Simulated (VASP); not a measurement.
# MgB2 (P6/mmm) in VASP: notebook, part 2 of 2

VASP 6.6.1. Earlier steps stand in the parts before.

## 3. Single point, r2SCAN

This run uses another cell than the first one, of 9.55 Å³/atom.

Contents of POSCAR:

```
MgB2
1.0
    3.0657312946      0.0000000000      0.0000000000
   -1.5328656473      2.6550011823      0.0000000000
    0.0000000000      0.0000000000      3.5205112975
Mg B
1 2
Direct
    0.0000000000      0.0000000000      0.0000000000
    0.3333333333      0.6666666667      0.5000000000
    0.6666666667      0.3333333333      0.5000000000
```

Contents of INCAR.step1:

```
  PREC = Accurate
  ENCUT = 660
  ISMEAR = 0
  SIGMA = 0.1
  LREAL = False
  LASPH = True
  NELM = 120
  NBANDS = 15
  GGA = PE
  ALGO = Normal
  EDIFF = 1E-5
  LWAVE = True
  LCHARG = False
  GGA_COMPAT = False
```

Contents of INCAR.step2:

```
  PREC = Accurate
  ENCUT = 660
  EDIFF = 1E-6
  ISMEAR = 0
  SIGMA = 0.1
  LREAL = False
  LASPH = True
  NELM = 120
  ALGO = Normal
  ISIF = 2
  LWAVE = False
  LCHARG = False
  METAGGA = R2SCAN
  LMIXTAU = True
  NBANDS = 15
  ISTART = 1
  GGA_COMPAT = False
```

Contents of KPOINTS:

```
Automatic mesh
0
Gamma
  15 15 12
```

Potentials or basis: VASP PAW PBE potentials, release 64 (Mg_sv, B).

Command:

```sh
> cat potpaw_PBE.64/Mg_sv/POTCAR potpaw_PBE.64/B/POTCAR > POTCAR
> cp INCAR.step1 INCAR
> mpirun -np 1 vasp_std > vasp.out
> cp INCAR.step2 INCAR
> mpirun -np 1 vasp_std > vasp.out
```

Wall time 4.6 min (1 thread of Intel Xeon Platinum 8375C at 2.90GHz (Ice Lake), shared host); peak memory 0.24 GiB.

Results (log left out):

```
Free energy            : -19.4383 eV
Pressure               : -0.1 GPa
Band gap on the k mesh : zero (bands 8 and 9 overlap by 3.97 eV)
```

Stress tensor (GPa, compression positive):
```
-0.16  0.00  0.00
 0.00 -0.16  0.00
 0.00  0.00  0.01
```

Levels at points of the mesh, in eV from the Fermi level:
| k point | band 6 | band 7 | band 8 | band 9 | band 10 | band 11 |
| --- | --- | --- | --- | --- | --- | --- |
| (0.00, 0.00, 0.00) | -3.21 | 0.42 | 0.42 | 1.94 | 6.74 | 6.74 |
| (0.00, 0.00, 0.50) | -7.80 | 0.81 | 0.81 | 7.04 | 7.04 | 8.72 |

Caveat: the PAW data sets were made with another functional, which shifts forces and pressure a little.

## 4. Single point, r2SCAN

This run uses another cell than the first one, of 9.55 Å³/atom.

Contents of POSCAR:

```
MgB2
1.0
    3.0686969421      0.0000000000      0.0000000000
   -1.5343484710      2.6575695083      0.0000000000
    0.0000000000      0.0000000000      3.5129910970
Mg B
1 2
Direct
    0.0000000000      0.0000000000      0.0000000000
    0.3333333333      0.6666666667      0.5000000000
    0.6666666667      0.3333333333      0.5000000000
```

Contents of INCAR.step1:

```
ALGO = Normal ; EDIFF = 1E-5
ENCUT = 660 ; GGA = PE
GGA_COMPAT = False ; ISMEAR = -1
LASPH = True ; LCHARG = False
LREAL = False ; LWAVE = True
NBANDS = 15 ; NELM = 120
PREC = Accurate ; SIGMA = 0.15
```

Contents of INCAR.step2:

```
ALGO = Normal ; EDIFF = 1E-6
ENCUT = 660 ; GGA_COMPAT = False
ISIF = 2 ; ISMEAR = -1
ISTART = 1 ; LASPH = True
LCHARG = False ; LMIXTAU = True
LREAL = False ; LWAVE = False
METAGGA = R2SCAN ; NBANDS = 15
NELM = 120 ; PREC = Accurate
SIGMA = 0.15
```

Contents of KPOINTS:

```
k-points
0
Gamma
  15 15 12
```

Potentials or basis: VASP PAW PBE potentials, release 64 (Mg_sv, B).

Command:

```sh
> cat potpaw_PBE.64/Mg_sv/POTCAR potpaw_PBE.64/B/POTCAR > POTCAR
> cp INCAR.step1 INCAR
> mpirun -np 1 vasp_std > vasp.out
> cp INCAR.step2 INCAR
> mpirun -np 1 vasp_std > vasp.out
```

OUTCAR:

```text
EDIFF = 1E-6
   ENCUT = 660
   ISIF = 2
   ISMEAR = -1
   ISTART = 1
   LASPH = True
   LREAL = False
   METAGGA = R2SCAN
   NELM = 120
   PREC = Accurate

 ion  position               nearest neighbor table
   1  0.000  0.000  0.000-
   2  0.333  0.667  0.500-   3 1.77   3 1.77   3 1.77
   3  0.667  0.333  0.500-   2 1.77   2 1.77   2 1.77

  LATTYP: Found a hexagonal cell.
 ALAT       =     3.0686969421
 C/A-ratio  =     1.1447826759

[... 624 lines left out ...]

  FORCE on cell =-STRESS in cart. coord.  units (eV):
  Direction    XX          YY          ZZ          XY          YZ          ZX
  --------------------------------------------------------------------------------------
  -------------------------------------------------------------------------------------
  Total       -0.0303527     -0.0303527      0.0111749     -0.0000000     -0.0000000     -0.0000000
  in kB       -1.6974335     -1.6974335      0.6249425     -0.0000000     -0.0000000     -0.0000000
  external PRESSURE =      -0.9233082 kB  Pullay stress =       0.0000000 kB

 VOLUME and BASIS-vectors are now :
 -----------------------------------------------------------------------------
  energy-cutoff  :      660.00
  volume of cell :       28.65
      direct lattice vectors                 reciprocal lattice vectors
     3.068696942  0.000000000  0.000000000     0.325871215  0.188141834  0.000000000
    -1.534348471  2.657569508  0.000000000     0.000000000  0.376283667  0.000000000
     0.000000000  0.000000000  3.512991097     0.000000000  0.000000000  0.284657710

 POSITION                                       TOTAL-FORCE (eV/Angst)
 -----------------------------------------------------------------------------------
      0.00000      0.00000      0.00000         0.000000     -0.000000     -0.000000
     -0.00000      1.77171      1.75650        -0.000000      0.000000     -0.000000
      1.53435      0.88586      1.75650         0.000000     -0.000000      0.000000
 -----------------------------------------------------------------------------------
    total drift:                               -0.000000      0.000000      0.000000

  FREE ENERGIE OF THE ION-ELECTRON SYSTEM (eV)
  ---------------------------------------------------
  free  energy   TOTEN  =       -19.4598066965 eV

  energy  without entropy=      -19.4135263871  energy(sigma->0) =      -19.43666654
```

Run time: 7.9 min. Hardware: 1 thread of AMD EPYC 7R43 (Zen 3), shared host; peak memory 0.2 GiB.

What came out:

```
Free energy            : -19.4598 eV
Pressure               : -0.1 GPa
Band gap on the k mesh : zero (bands 8 and 9 overlap by 3.99 eV)
```

Stress tensor (GPa, compression positive):
```
-0.17  0.00  0.00
 0.00 -0.17  0.00
 0.00  0.00  0.06
```

Caveat: the PAW data sets were made with another functional, which shifts forces and pressure a little.

## 5. Summary

```tsv
cell	smearing	gap on the mesh (eV)	pressure (GPa)
a = 3.036, b = 3.036, c = 3.452 Å, angles 90.0, 90.0, 120.0°, 3 atoms	fermi-dirac 0.1 eV	none	6.3
a = 3.066, b = 3.066, c = 3.521 Å, angles 90.0, 90.0, 120.0°, 3 atoms	gaussian 0.1 eV	none	-0.1
a = 3.069, b = 3.069, c = 3.513 Å, angles 90.0, 90.0, 120.0°, 3 atoms	fermi-dirac 0.15 eV	none	-0.1
```

Alike in all rows: task single point; level r2SCAN; potentials or basis VASP PAW PBE potentials, release 64 (Mg_sv, B); no spin polarisation; k mesh 15 × 15 × 12; cutoff (eV) 660.

Caveats: the PAW data sets were made with another functional, which shifts forces and pressure a little; the cell stands under pressure (at least some runs).

Absolute energies hang on the potentials; compare differences alone.
